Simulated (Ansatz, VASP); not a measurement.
## One calculation of InH2F3, two programs

```
CELL_PARAMETERS angstrom
3.01775 0.00000 0.00000
0.00000 3.01775 0.00000
0.00000 0.00000 8.84171
ATOMIC_POSITIONS crystal
In 0.00000 0.00000 0.00000
H 0.00000 0.00000 0.45514
H 0.00000 0.00000 0.54486
F 0.50000 0.50000 0.13711
F 0.50000 0.50000 0.50000
F 0.50000 0.50000 0.86289
```

Change from the starting cell: species swapped into the Al3Ni2Pt type (P4/mmm, No. 123).

Alike in both runs: functional PBE; k mesh 4 × 4 × 2; occupations gaussian, width 0.15 eV; no spin polarisation.

Ansatz relaxed the structure, and its values are those at the end. VASP's run is a single point on that final structure, the one shown.

```csv
,VASP,Ansatz
version,VASP 6.6.1,Ansatz 0.2.0
potentials or method,"VASP PAW PBE potentials, release 64 (In_d, H, F), cutoff 600 eV","scalar-relativistic, plane waves, PAW"
valence electrons in the cell,36,36
```

VASP gave:

- gap on the k mesh at the Fermi level (eV): none
- pressure (GPa): 0.2
- rms of the force components (eV/Å): 0.009

Problem. Estimate Ansatz's values.

Solution. gap on the k mesh at the Fermi level (eV): none; pressure (GPa): 0.4; rms of the force components (eV/Å): 0.009.

A gap of «none» marks a metal or a gap that the smearing closes.

The k mesh is coarse, so the values compare programs but aren't converged.
